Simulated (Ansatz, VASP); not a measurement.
# ZrTi3C4: VASP beside Ansatz

```
CELL_PARAMETERS angstrom
-2.22486 2.22486 4.42966
2.22486 -2.22486 4.42966
2.22486 2.22486 -4.42966
ATOMIC_POSITIONS crystal
Zr 0.50000 0.50000 0.00000
Ti 0.00000 0.00000 0.00000
Ti 0.75000 0.25000 0.50000
Ti 0.25000 0.75000 0.50000
C 0.24396 0.24396 0.00000
C 0.00000 0.50000 0.50000
C 0.75604 0.75604 0.00000
C 0.50000 0.00000 0.50000
```

Alike in both runs: task single point; functional PBE; k mesh 6 × 6 × 6; occupations gaussian, width 0.1 eV; collinear spin.

|  | VASP | Ansatz |
| --- | --- | --- |
| version | VASP 6.6.1 | Ansatz 0.2.0 |
| potentials or method | VASP PAW PBE potentials, release 64 (Zr_sv, Ti_sv, C), cutoff 520 eV | scalar-relativistic, plane waves, PAW |
| valence electrons in the cell | 64 | 64 |

|  | VASP | Ansatz | Ansatz less VASP |
| --- | --- | --- | --- |
| gap on the k mesh at the Fermi level (eV) | none | none | - |
| pressure (GPa) | 0.1 | -0.2 | -0.26 |
| net moment per atom (μB) | 0.00 | 0.00 | 0.000 |

A gap of «none» marks a metal or a gap that the smearing closes. The functional is the same, so the differences come from potentials, cutoffs and numerics. Ansatz's warnings: seeded moment not kept.
